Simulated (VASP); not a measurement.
Write the native input for VASP 6.6.1 that does the following.

| Item | Value |
| --- | --- |
| Task | single point |
| Functional | PBE |
| Potentials or basis | VASP PAW PBE potentials, release 64 (Li_sv, Rh_pv) |
| Cutoff | 520 eV |
| k mesh | 4 × 4 × 4 |
| Occupations | gaussian, width 0.1 eV |
| Spin | collinear spin, ferromagnetic start |
| Starting moments | [0.0, 0.0, 0.0, 1.0, 1.0, 1.0, 1.0] μB |
| Dipole correction | no |
| Further INCAR settings | ALGO = Fast; EDIFF = 1e-06; NBANDS = 48 |

The structure of Li3Rh4 lies in POSCAR:

```
Li3Rh4
1.0
    4.5301659150      0.0000000000      0.0000000000
    0.0000000000      4.5301659150      0.0000000000
    0.0000000000      0.0000000000      4.5301659150
Li Rh
3 4
Direct
    0.5000000000      0.0000000000      0.0000000000
    0.0000000000      0.5000000000      0.0000000000
    0.0000000000      0.0000000000      0.5000000000
    0.0000000000      0.0000000000      0.0000000000
    0.0000000000      0.5000000000      0.5000000000
    0.5000000000      0.0000000000      0.5000000000
    0.5000000000      0.5000000000      0.0000000000
```

One way to write it, as run:

INCAR

```
  ALGO = Fast
  EDIFF = 1E-6
  ENCUT = 520
  GGA = PE
  ISIF = 2
  ISMEAR = 0
  ISPIN = 2
  LASPH = T
  LCHARG = T
  LELF = T
  LMAXMIX = 4
  LORBIT = 11
  LREAL = F
  LVHAR = T
  LWAVE = F
  MAGMOM = 0 0 0 1 1 1 1
  NBANDS = 48
  NELM = 150
  PREC = Accurate
  SIGMA = 0.1
```

KPOINTS

```
k-points
0
Gamma
  4 4 4
```

Potentials or basis: VASP PAW PBE potentials, release 64 (Li_sv, Rh_pv).

The run is started by

```console
$ cat potpaw_PBE.64/Li_sv/POTCAR potpaw_PBE.64/Rh_pv/POTCAR > POTCAR
$ mpirun -np 1 vasp_std > vasp.out
```

It gave:

```yaml
Net_moment: 3.72 μB per cell
Site_moments: Li -0.01; Rh +0.84, +1.00 μB
Valence_electrons_inside_the_program's_atomic_spheres: Li 2.24; Rh 13.79, 13.63
```

Wall time 72 s on 1 thread of Intel(R) Xeon(R) Platinum 8559C (Emerald Rapids), on a shared host, peak memory 0.26 GiB.
